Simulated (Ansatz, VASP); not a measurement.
## One calculation of W, two programs

```
W
1.0
     4.74800    0.00000    0.00000
    -2.37400    4.11189    0.00000
     0.00000    0.00000    2.63553
W
3
Direct
  0.00000 0.00000 0.00000
  0.33333 0.66667 0.50000
  0.66667 0.33333 0.50000
```

Alike in both runs: functional BLYP; k mesh 8 × 8 × 11; occupations fermi-dirac, width 0.1 eV; no spin polarisation.

Ansatz relaxed the structure, and its values are those at the end. VASP's run is a single point on that final structure, the one shown.

```csv
,VASP,Ansatz
version,VASP 6.6.1,Ansatz 0.2.0
potentials or method,"VASP PAW PBE potentials, release 64 (W_sv), cutoff 520 eV","plane waves (420 eV) with PAW, scalar-relativistic"
valence electrons in the cell,42,42
```

```tsv
	VASP	Ansatz	Ansatz less VASP
pressure (GPa)	1.5	0.0	-1.43
```

VASP's potentials were made for PBE, not for BLYP.

Neither program's run includes spin-orbit coupling.
